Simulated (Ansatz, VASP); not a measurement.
**Nb: VASP beside Ansatz**

File POSCAR:

```
Nb
1.0
   -1.6639500000      1.6639500000      1.6639500000
    1.6639500000     -1.6639500000      1.6639500000
    1.6639500000      1.6639500000     -1.6639500000
Nb
1
Direct
    0.0000000000      0.0000000000      0.0000000000
```

INCAR.step1

```
SYSTEM = Nb
PREC = Accurate ; ENCUT = 500
EDIFF = 1E-5 ; ISMEAR = -1
SIGMA = 0.05 ; LREAL = .False.
LASPH = .True. ; NELM = 120
ALGO = Normal ; LWAVE = .True.
LCHARG = .False. ; GGA = PE
NBANDS = 12 ; GGA_COMPAT = .False.
IBRION = 2 ; ISIF = 3
EDIFFG = -0.005 ; NELMIN = 4
NSW = 100
```

Contents of INCAR.step2:

```
SYSTEM = Nb
PREC = Accurate ; ENCUT = 500
EDIFF = 1E-7 ; ISMEAR = -1
SIGMA = 0.05 ; LREAL = .False.
LASPH = .True. ; NELM = 120
ALGO = Normal ; ISIF = 3
LWAVE = .False. ; LCHARG = .False.
GGA = PE ; LHFCALC = .True.
AEXX = 0.25 ; HFSCREEN = 0.3
PRECFOCK = Normal ; IBRION = 2
NSW = 60 ; EDIFFG = -0.01
ISTART = 1 ; GGA_COMPAT = .False.
NELMIN = 4
```

KPOINTS

```
Automatic mesh
0
Gamma
  6 6 6
  0 0 0
```

input.yaml

```yaml
crystal:
  lattice:
    - [-1.66395, 1.66395, 1.66395]
    - [1.66395, -1.66395, 1.66395]
    - [1.66395, 1.66395, -1.66395]
  atoms:
    - { symbol: Nb, position: [0.0, 0.0, 0.0] }
hamiltonian:
  xc: { exchange: pbe, correlation: pbe, exx: { coeff: 0.25, omega: 0.3 } }
  pseudopotentials: { kind: paw }
kpoints:
  mp_grid: { grid: [6, 6, 6] }
scf:
  occupations: { method: fermi_dirac, width: 0.05 }
output:
  forces: true
  stress: true
  write_density: true
  write_potential: true
  elf: true
  volumetric_format: npy
relax:
  f_tol: 0.01
  max_steps: 40
  cell: { stress_tol: 0.05 }
```

Alike in both runs: task relaxation of cell and atoms; functional PBE-based screened hybrid with a share of 0.25 of exact exchange and HFSCREEN = 0.3; k mesh 6 × 6 × 6; occupations fermi-dirac, width 0.05 eV; no spin polarisation.

|  | VASP | Ansatz |
| --- | --- | --- |
| version | VASP 6.6.1 | Ansatz 0.2.0 |
| potentials or method | VASP PAW PBE potentials, release 64 (Nb_sv) | Ansatz PAW |
| plane-wave cutoff (eV) | 500 | 420 |
| valence electrons in the cell | 13 | 13 |

VASP gave:

- gap on the k mesh at the Fermi level, each at its own relaxed structure (eV): none
- relaxed volume (Å³/atom): 17.44
- relaxed length of the cell vector where the two differ most in proportion (Å): 2.829

Problem. Which values does Ansatz return?

Solution. gap on the k mesh at the Fermi level, each at its own relaxed structure (eV): none; relaxed volume (Å³/atom): 17.47; relaxed length of the cell vector where the two differ most in proportion (Å): 2.831.

VASP's potentials were made for PBE, not for PBE-based screened hybrid. A gap of «none» marks a metal or a gap that the smearing closes.

The k mesh is coarse, so the values compare programs but aren't converged. Noted on Ansatz's run: the plane-wave basis is chosen anew once the cell has moved, so the energies of steps on either side of that aren't comparable.
